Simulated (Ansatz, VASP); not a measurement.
# TiZn4N in VASP and in Ansatz

The input INCAR:

```
ALGO = Normal ; EDIFF = 1E-6
ENCUT = 520 ; GGA = PE
ISIF = 2 ; ISMEAR = 0
LASPH = T ; LCHARG = T
LELF = T ; LREAL = F
LVHAR = T ; LWAVE = F
NBANDS = 77 ; NELM = 60
PREC = Accurate ; SIGMA = 0.2
```

The input KPOINTS:

```
k-points
0
Gamma
  8 8 1
```

File POSCAR:

```
TiZn4N
1.0
    2.9251192465      0.0000000000      0.0000000000
    0.0000000000      2.9251192465      0.0000000000
    0.0000000000      0.0000000000     19.4208229164
Ti Zn N
2 8 2
Direct
    0.0000000000      0.5000000000      0.9461801040
    0.5000000000      1.0000000000      0.0538198960
    0.5000000000      1.0000000000      0.8274203439
    0.0000000000      0.5000000000      0.1725796561
    1.0000000000      0.5000000000      0.7383882866
    1.0000000000      0.5000000000      0.5481883002
    0.5000000000      0.0000000000      0.4518116998
    1.0000000000      0.5000000000      0.3561620006
    0.5000000000      0.0000000000      0.6438379994
    0.5000000000      1.0000000000      0.2616117134
    0.5000000000      1.0000000000      0.9464373367
    0.0000000000      0.5000000000      0.0535626633
```

Input for Ansatz:

```yaml
crystal:
  lattice:
    - [2.9251192465, 0.0, 0.0]
    - [0.0, 2.9251192465, 0.0]
    - [0.0, 0.0, 19.4208229164]
  atoms:
    - { symbol: Ti, position: [0.0, 0.5, 0.946180104] }
    - { symbol: Ti, position: [0.5, 1.0, 0.053819896] }
    - { symbol: Zn, position: [0.5, 1.0, 0.8274203439] }
    - { symbol: Zn, position: [0.0, 0.5, 0.1725796561] }
    - { symbol: Zn, position: [1.0, 0.5, 0.7383882866] }
    - { symbol: Zn, position: [1.0, 0.5, 0.5481883002] }
    - { symbol: Zn, position: [0.5, 0.0, 0.4518116998] }
    - { symbol: Zn, position: [1.0, 0.5, 0.3561620006] }
    - { symbol: Zn, position: [0.5, 0.0, 0.6438379994] }
    - { symbol: Zn, position: [0.5, 1.0, 0.2616117134] }
    - { symbol: "N", position: [0.5, 1.0, 0.9464373367] }
    - { symbol: "N", position: [0.0, 0.5, 0.0535626633] }
basis:
  ecutwfc: 420
kpoints:
  mp_grid: { grid: [8, 8, 1] }
hamiltonian:
  xc: pbe
scf:
  occupations: { method: gaussian, width: 0.2 }
  lower_state_search: "off"
output:
  forces: true
  stress: true
  eigenvalues: true
```

Alike in both runs: task single point; functional PBE; k mesh 8 × 8 × 1; occupations gaussian, width 0.2 eV; no spin polarisation.

```csv
,VASP,Ansatz
version,VASP 6.6.1,Ansatz 0.2.0
potentials or method,"VASP PAW PBE potentials, release 64 (Ti_sv, Zn, N), cutoff 520 eV","scalar-relativistic, plane waves, PAW"
valence electrons in the cell,130,130
```

Ansatz gave:

| Property | Result |
| --- | --- |
| gap on the k mesh at the Fermi level (eV) | none |
| pressure (GPa) | 0.0 |
| traceless stress, the component that is largest in VASP (GPa) | -0.46 |
| rms of the force components (eV/Å) | 0.032 |

Estimate VASP's values.

gap on the k mesh at the Fermi level (eV): none; pressure (GPa): 0.3; traceless stress, the component that is largest in VASP (GPa): -0.49; rms of the force components (eV/Å): 0.033.

Atom by atom the forces differ by 0.004 eV/Å (rms over components). A gap of «none» marks a metal or a gap that the smearing closes. The functional is the same, so the differences come from potentials, cutoffs and numerics.
